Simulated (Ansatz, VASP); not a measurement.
**One calculation of ZnO, two programs**

INCAR

```
SYSTEM = ZnO
PREC = Accurate
ENCUT = 600
EDIFF = 1E-7
ISMEAR = -1
SIGMA = 0.1
LREAL = .False.
LASPH = .True.
NELM = 80
ALGO = Normal
ISIF = 3
LWAVE = .False.
LCHARG = .False.
GGA = PE
IBRION = 2
NSW = 60
EDIFFG = -0.005
```

KPOINTS

```
Automatic mesh
0
Gamma
  15 15 15
  0 0 0
```

File POSCAR:

```
ZnO
1.0
    2.7144176166      0.0000000000      0.0000000000
    0.0000000000      2.7144176166      0.0000000000
    0.0000000000      0.0000000000      2.7144176166
Zn O
1 1
Direct
    0.0000000000      0.0000000000      0.0000000000
    0.5000000000      0.5000000000      0.5000000000
```

Input for Ansatz:

```yaml
crystal:
  lattice:
    - [2.7144176166, 0.0, 0.0]
    - [0.0, 2.7144176166, 0.0]
    - [0.0, 0.0, 2.7144176166]
  atoms:
    - { symbol: Zn, position: [0.0, 0.0, 0.0] }
    - { symbol: O, position: [0.5, 0.5, 0.5] }
kpoints:
  mp_grid: { grid: [15, 15, 15] }
scf:
  occupations: { method: fermi_dirac, width: 0.1 }
hamiltonian:
  xc: pbe
  pseudopotentials: { kind: paw }
output:
  forces: true
  stress: true
relax:
  f_tol: 0.005
  max_steps: 40
  cell: {}
```

Alike in both runs: task relaxation of cell and atoms; functional PBE; k mesh 15 × 15 × 15; occupations fermi-dirac, width 0.1 eV; no spin polarisation.

|  | VASP | Ansatz |
| --- | --- | --- |
| version | VASP 6.6.1 | Ansatz 0.2.0 |
| potentials or method | VASP PAW PBE potentials, release 64 (Zn, O) | PAW with Ansatz's default frozen-core files, scalar-relativistic |
| plane-wave cutoff (eV) | 600 | 420 |
| valence electrons in the cell | 18 | 18 |

```csv
,VASP,Ansatz,Ansatz less VASP
relaxed volume (Å³/atom),9.74,9.72,-0.027
relaxed length of the cell vector where the two differ most in proportion (Å),2.691,2.688,-0.0025
```
